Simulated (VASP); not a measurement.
Runs of VASP 6.6.1 on AlGa3N4. The structure is that of space group P-43m (No. 215), or close to it. The cells are those of the table. 

```tsv
cell	gap on the mesh (eV)	pressure (GPa)	largest force (eV/Å)
a = 4.577, b = 4.577, c = 4.689 Å, 8 atoms	2.07	-15.5	0.07
a = 4.465, b = 4.465, c = 4.242 Å, 8 atoms	(b)	12.0	0.11
a = 4.577 Å, 8 atoms	2.28	-12.1	0.07
a = 4.354 Å, 8 atoms	3.37	18.8	0.11
a = 4.465, b = 4.465, c = 4.577 Å, 8 atoms	2.60	(a)	0.08
a = 4.689, b = 4.689, c = 4.577 Å, 8 atoms	1.88	-18.4	0.07
a = 4.354, b = 4.354, c = 4.242 Å, 8 atoms	3.49	26.3	0.13
a = 4.242, b = 4.242, c = 4.354 Å, 8 atoms	3.72	34.5	0.15
```

Alike in all rows: task single point; level r2SCAN; potentials or basis VASP PAW PBE potentials, release 64 (Al, Ga_d, N); no spin polarisation; k mesh 6 × 6 × 6; cutoff (eV) 520; smearing gaussian 0.05 eV.

Question: Estimate the missing entries.

Answer: (a) -4.1; (b) 3.05.

Caveats: the PAW data sets were made with another functional, which shifts forces and pressure a little.

A k mesh can miss the band edges, and the runs leave out spin-orbit coupling on Ga.
